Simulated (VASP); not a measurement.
# Sn (I4_1/amd) in VASP: notebook

The runs below take Sn through single point, with PBEsol.

Program: VASP 6.6.1. These are calculated values, not measurements. Logs are shortened: lines on timing, memory, paths and dates and some standing lists are left out, and cuts for length are marked.

## Step 1: The cell of the first run

The structure is tetragonal, space group I4_1/amd (No. 141). Conventional cell: a = 5.880 Å, b = 5.880 Å, c = 3.199 Å, α = 90.00°, β = 90.00°, γ = 90.00°. Sn (site symmetry -4m2) has 10 Sn at 3.05 to 3.79 Å within 4.0 Å.

## Step 2: Single point, PBEsol

Contents of INCAR:

```
SYSTEM = Sn
PREC = Accurate
ENCUT = 520
EDIFF = 1E-6
ISMEAR = 0
SIGMA = 0.15
LREAL = .False.
LASPH = .True.
NELM = 80
ALGO = Fast
ISIF = 2
LWAVE = .False.
LCHARG = .False.
GGA = PS
NBANDS = 21
```

Contents of KPOINTS:

```
regular mesh
0
Gamma
  16 16 16
  0 0 0
```

Contents of POSCAR:

```
Sn
1.0
   -2.9401404553      2.9401404553      1.5993019889
    2.9401404553     -2.9401404553      1.5993019889
    2.9401404553      2.9401404553     -1.5993019889
Sn
2
Direct
    0.7500000000      0.2500000000      0.5000000000
    0.0000000000      0.0000000000      0.0000000000
```

Potentials or basis: VASP PAW PBE potentials, release 64 (Sn_d).

The run is started by

```sh
cat potpaw_PBE.64/Sn_d/POTCAR > POTCAR
mpirun -np 1 vasp_std > vasp.out
```

OUTCAR:

```text
SYSTEM = Sn
   PREC = Accurate
   ENCUT = 520
   EDIFF = 1E-6
   ISMEAR = 0
   LREAL = .False.
   LASPH = .True.
   NELM = 80
   ISIF = 2
   GGA = PS

 ion  position               nearest neighbor table
   1  0.750  0.250  0.500-   2 3.05   2 3.05   2 3.05   2 3.05
   2  0.000  0.000  0.000-   1 3.05   1 3.05   1 3.05   1 3.05

  LATTYP: Found a body centered tetragonal cell.
 ALAT       =     5.8802809106
 C/A-ratio  =     0.5439542815

  Lattice vectors:

 A1 = (  -2.9401404553,   2.9401404553,   1.5993019889)
 A2 = (   2.9401404553,  -2.9401404553,   1.5993019889)
 A3 = (   2.9401404553,   2.9401404553,  -1.5993019889)

Analysis of symmetry for initial positions (statically):
=====================================================================
 Subroutine PRICEL returns:
 Original cell was already a primitive cell.

 Routine SETGRP: Setting up the symmetry group for a
 body centered tetragonal supercell.

 Subroutine GETGRP returns: Found 16 space group operations
 (whereof  8 operations were pure point group operations)
 out of a pool of 16 trial point group operations.

The static configuration has the point symmetry D_2d.
 The point group associated with its full space group is D_4h.

Analysis of symmetry for dynamics (positions and initial velocities):
=====================================================================
 Subroutine PRICEL returns:
 Original cell was already a primitive cell.

 Routine SETGRP: Setting up the symmetry group for a
 body centered tetragonal supercell.

 Subroutine GETGRP returns: Found 16 space group operations
 (whereof  8 operations were pure point group operations)
 out of a pool of 16 trial point group operations.

The dynamic configuration has the point symmetry D_2d.
 The point group associated with its full space group is D_4h.

 Subroutine INISYM returns: Found 16 space group operations
 (whereof  8 operations are pure point group operations),
 and found     1 'primitive' translations

----------------------------------------------------------------------------------------

                                     Primitive cell

  volume of cell :      55.3002

  direct lattice vectors                    reciprocal lattice vectors
    -2.940140455  2.940140455  1.599301989     0.000000000  0.170059903  0.312636390
     2.940140455 -2.940140455  1.599301989     0.170059903  0.000000000  0.312636390
     2.940140455  2.940140455 -1.599301989     0.170059903  0.170059903  0.000000000

  length of vectors
     4.454954393  4.454954393  4.454954393     0.355895888  0.355895888  0.240501021

  position of ions in fractional coordinates (direct lattice)
     0.750000000  0.250000000  0.500000000
     0.000000000  0.000000000  0.000000000

  ion indices of the primitive-cell ions
   primitive index   ion index
                 1           1
                 2           2

----------------------------------------------------------------------------------------

 KPOINTS: regular mesh

Automatic generation of k-mesh.
 Grid dimensions read from file:
 generate k-points for:   16   16   16

 Generating k-lattice:

  Cartesian coordinates                     Fractional coordinates (reciprocal lattice)
     0.000000000  0.010628744  0.019539774     0.062500000 -0.000000000  0.000000000
     0.010628744  0.000000000  0.019539774    -0.000000000  0.062500000  0.000000000
     0.010628744  0.010628744  0.000000000     0.000000000  0.000000000  0.062500000

  Length of vectors
     0.022243493  0.022243493  0.015031314

  Shift w.r.t. Gamma in fractional coordinates (k-lattice)
     0.000000000  0.000000000  0.000000000

 Subroutine IBZKPT returns following result:
 ===========================================

 Found    349 irreducible k-points:

 Following reciprocal coordinates:
            Coordinates               Weight
  0.000000  0.000000  0.000000      1.000000
  0.062500 -0.000000  0.000000      8.000000
  0.125000 -0.000000  0.000000      8.000000
  0.187500 -0.000000  0.000000      8.000000
  0.250000 -0.000000  0.000000      8.000000
  0.312500 -0.000000  0.000000      8.000000
[... 16 lines left out ...]
 -0.125000  0.062500 -0.000000     16.000000
 -0.062500  0.062500  0.000000      4.000000
 [... further k-points ...]
   k-points           NKPTS =    349   k-points in BZ     NKDIM =    349   number of bands    NBANDS=     21
   number of dos      NEDOS =    301   number of ions     NIONS =      2
   total plane-waves  NPLWV =  46656
   dimension x,y,z NGX =    36 NGY =   36 NGZ =   36
   dimension x,y,z NGXF=    72 NGYF=   72 NGZF=   72
   ions per type =               2
   NGX,Y,Z   is equivalent  to a cutoff of  13.43, 13.43, 13.43 a.u.
   NGXF,Y,Z  is equivalent  to a cutoff of  26.87, 26.87, 26.87 a.u.
 SYSTEM =  Sn
   PREC   = accura    normal or accurate (medium, high low for compatibility)
   ISTART =      0    job   : 0-new  1-cont  2-samecut
   ICHARG =      2    charge: 1-file 2-atom 10-const
   ISPIN  =      1    spin polarized calculation?
   LNONCOLLINEAR =      F non collinear calculations
   LSORBIT =      F    spin-orbit coupling
   LASPH  =      T    aspherical Exc in radial PAW
   ENCUT  =  520.0 eV  38.22 Ry    6.18 a.u.   8.28  8.28  8.28*2*pi/ulx,y,z
   NELM   =     80;   NELMIN=  2; NELMDL= -5     # of ELM steps
   EDIFF  = 0.1E-05   stopping-criterion for ELM
   LREAL  =      F    real-space projection
   EDIFFG = 0.1E-04   stopping-criterion for IOM
   NSW    =      0    number of steps for IOM
   IBRION =     -1    ionic relax: 0-MD 1-quasi-New 2-CG
   NFREE  =      0    steps in history (QN), initial steepest desc. (CG)
   ISIF   =      2    stress and relaxation
   ISYM   =      2    0-nonsym 1-usesym 2-fastsym
   POTIM  = 0.5000    time-step for ionic-motion
   TEBEG  =    0.0;   TEEND  =   0.0 temperature during run
   PSTRESS=    0.0 pullay stress
   NELECT =      28.0000    total number of electrons
   NUPDOWN=      -1.0000    fix difference up-down
   EMIN   =  10.00;   EMAX   =-10.00  energy-range for DOS
   EFERMI =   0.00;   METHOD = LEGACY
   ISMEAR =     0;   SIGMA  =   0.15  broadening in eV -4-tet -1-fermi 0-gaus
   EFERMI_NEDOS =   21; number of points for ismear=-14 and -15
   IALGO  =     68    algorithm
   IMIX   =      4    mixing-type and parameters
     AMIX     =   0.40;   BMIX     =  1.00
     AMIX_MAG =   1.60;   BMIX_MAG =  1.00
  volume/ion in A,a.u.               =      27.65       186.59
  Fermi-wavevector in a.u.,A,eV,Ry     =   1.304824  2.465760 23.164816  1.702566
  Thomas-Fermi vector in A             =   2.435734
   LORBIT       =      0    0 simple, 1 ext, 2 COOP (PROOUT), +10 PAW based schemes
   GGA     = PS    functional components
   LHFCALC =     F    Hartree Fock is set to
   AEXX    =    0.0000 exact exchange contribution
   IVDW    =     0    specifies the selected vdW correction
   LEPSILON=     F    determine dielectric tensor
   LRPA    =     F    only Hartree local field effects (RPA)
 non-spin polarized calculation
 RMM-DIIS sequential band-by-band and
 Gauss-broadening in eV      SIGMA  =   0.15
  energy-cutoff  :      520.00
  volume of cell :       55.30
 maximum number of plane-waves:      1507
 NGX is ok and might be reduce to    36
   NGX = 17   NGY = 17   NGZ = 17

 number of electron      27.9999990 magnetization

 Free energy of the ion-electron system (eV)
  ---------------------------------------------------
  ext. energy  EPLUGINS =         0.00000000
  ---------------------------------------------------
  free energy    TOTEN  =        -8.52025328 eV

  energy without entropy =       -8.51007200  energy(sigma->0) =       -8.51516264

 E-fermi :   7.5903     XC(G=0): -10.3638

 val. band max:        7.5808817530   @ k =   0.1875   0.0625   0.0000
 cond. band min:       7.5917818206   @ k =  -0.1250   0.1875   0.0625
 fundamental gap:      0.0109000676
 Fermi energy:         7.5902905245

 k-point     1 :       0.0000    0.0000    0.0000
  band No.  band energies     occupation
      1     -13.9374      2.00000
      2     -13.8590      2.00000
      3     -13.8161      2.00000
      4     -13.8063      2.00000
      5     -13.6625      2.00000
      6     -13.6625      2.00000
[... 13 lines left out ...]
     20      17.3492      0.00000
     21      18.0085      0.00000

 k-point     2 :       0.0625   -0.0000    0.0000
  band No.  band energies     occupation
      1     -13.9351      2.00000
      2     -13.8513      2.00000
      3     -13.8134      2.00000
      4     -13.7972      2.00000
      5     -13.6682      2.00000
      6     -13.6676      2.00000
[... 13 lines left out ...]
     20      17.2325      0.00000
     21      17.4387      0.00000

 k-point     3 :       0.1250   -0.0000    0.0000
  band No.  band energies     occupation
      1     -13.9280      2.00000
      2     -13.8301      2.00000
      3     -13.8056      2.00000
      4     -13.7735      2.00000
      5     -13.6816      2.00000
      6     -13.6760      2.00000
[... 13 lines left out ...]
     20      16.2402      0.00000
     21      16.3541      0.00000

 k-point     4 :       0.1875   -0.0000    0.0000
  band No.  band energies     occupation
      1     -13.9167      2.00000
      2     -13.8011      2.00000
      3     -13.7940      2.00000
      4     -13.7466      2.00000
      5     -13.6986      2.00000
      6     -13.6770      2.00000
[... 13 lines left out ...]
     20      15.3825      0.00000
     21      15.9243      0.00000

 k-point     5 :       0.2500   -0.0000    0.0000
  band No.  band energies     occupation
      1     -13.9030      2.00000
      2     -13.7810      2.00000
      3     -13.7756      2.00000
      4     -13.7367      2.00000
      5     -13.7158      2.00000
      6     -13.6770      2.00000
[... 13 lines left out ...]
     20      14.7275      0.00000
     21      16.1352      0.00000
[... 382 lines left out ...]
     20      15.7141      0.00000
     21      15.8787      0.00000

 k-point    22 :      -0.1875    0.0625   -0.0000
  band No.  band energies     occupation
      1     -13.9196      2.00000
      2     -13.8322      2.00000
      3     -13.7986      2.00000
      4     -13.7810      2.00000
      5     -13.6811      2.00000
      6     -13.6698      2.00000
[... 13 lines left out ...]
     20      16.3332      0.00000
     21      16.5733      0.00000

 k-point    23 :      -0.1250    0.0625   -0.0000
  band No.  band energies     occupation
      1     -13.9290      2.00000
      2     -13.8525      2.00000
      3     -13.8084      2.00000
      4     -13.8014      2.00000
      5     -13.6696      2.00000
      6     -13.6639      2.00000
[... 13 lines left out ...]
     20      17.2993      0.00000
     21      17.5270      0.00000

 k-point    24 :      -0.0625    0.0625    0.0000
  band No.  band energies     occupation
      1     -13.9343      2.00000
      2     -13.8596      2.00000
      3     -13.8135      2.00000
      4     -13.8083      2.00000
      5     -13.6640      2.00000
      6     -13.6608      2.00000
[... 13 lines left out ...]
     20      17.5754      0.00000
     21      17.9859      0.00000

 [... further k-points ...]

------------------------ aborting loop because EDIFF is reached ----------------------------------------

  FORCE on cell =-STRESS in cart. coord.  units (eV):
  Direction    XX          YY          ZZ          XY          YZ          ZX
  --------------------------------------------------------------------------------------
  -------------------------------------------------------------------------------------
  Total       -0.4604669     -0.4604669     -0.6552061      0.0000000      0.0000000      0.0000000
  in kB      -13.3408157    -13.3408157    -18.9828719      0.0000000      0.0000000      0.0000000
  external PRESSURE =     -15.2215011 kB  Pullay stress =       0.0000000 kB

 VOLUME and BASIS-vectors are now :
 -----------------------------------------------------------------------------
  energy-cutoff  :      520.00
  volume of cell :       55.30
      direct lattice vectors                 reciprocal lattice vectors
    -2.940140455  2.940140455  1.599301989     0.000000000  0.170059903  0.312636390
     2.940140455 -2.940140455  1.599301989     0.170059903  0.000000000  0.312636390
     2.940140455  2.940140455 -1.599301989     0.170059903  0.170059903  0.000000000

 POSITION                                       TOTAL-FORCE (eV/Angst)
 -----------------------------------------------------------------------------------
      0.00000      2.94014      0.79965        -0.000000     -0.000000      0.000000
      0.00000      0.00000      0.00000         0.000000      0.000000     -0.000000
 -----------------------------------------------------------------------------------
    total drift:                               -0.000000      0.000000     -0.000000

  FREE ENERGIE OF THE ION-ELECTRON SYSTEM (eV)
  ---------------------------------------------------
  free  energy   TOTEN  =        -8.5202532830 eV

  energy  without entropy=       -8.5100719991  energy(sigma->0) =       -8.51516264
```

It took 3.2 min on 1 thread of Intel Xeon 6975P-C (Granite Rapids), shared host; peak memory 0.44 GiB.

Results:

```yaml
Free_energy: -8.5203 eV
Pressure: -1.5 GPa
Band_gap_on_the_k_mesh: zero (bands 14 and 15 overlap by 4.21 eV)
```

Caveat: the PAW data sets were made with another functional, which shifts forces and pressure a little; spin-orbit coupling is left out, which moves the levels of the heavy elements.

## Step 3: Single point, PBEsol

INCAR is that of step 2.

Contents of KPOINTS:

```
regular mesh
0
Gamma
  18 18 18
  0 0 0
```

POSCAR is that of step 2.

Potentials or basis: VASP PAW PBE potentials, release 64 (Sn_d).

The run is started by

```sh
cat potpaw_PBE.64/Sn_d/POTCAR > POTCAR
mpirun -np 1 vasp_std > vasp.out
```

Run time: 4.3 min. Hardware: 1 thread of Intel Xeon 6975P-C (Granite Rapids), shared host; peak memory 0.54 GiB.

The run converged. Its results:

```
Free energy            : -8.5171 eV
Pressure               : -1.5 GPa
Band gap on the k mesh : zero (bands 14 and 15 overlap by 4.28 eV)
```

Stress tensor (GPa, compression positive):
```
-1.49  0.00  0.00
 0.00 -1.49  0.00
 0.00  0.00 -1.59
```

Levels at points of the mesh, in eV from the Fermi level:
```tsv
k point	band 12	band 13	band 14	band 15	band 16	band 17
(0.00, 0.00, 0.00)	-3.71	-1.92	-1.92	2.99	6.12	6.12
(0.50, 0.00, 0.00)	-5.34	-2.33	-1.65	-1.09	2.27	2.81
(0.50, 0.50, 0.00)	-8.80	0.60	0.60	1.53	1.53	5.96
(0.50, 0.50, 0.50)	-7.51	-4.70	-4.70	5.01	5.01	9.18
```

Caveat: the PAW data sets were made with another functional, which shifts forces and pressure a little; spin-orbit coupling is left out, which moves the levels of the heavy elements.
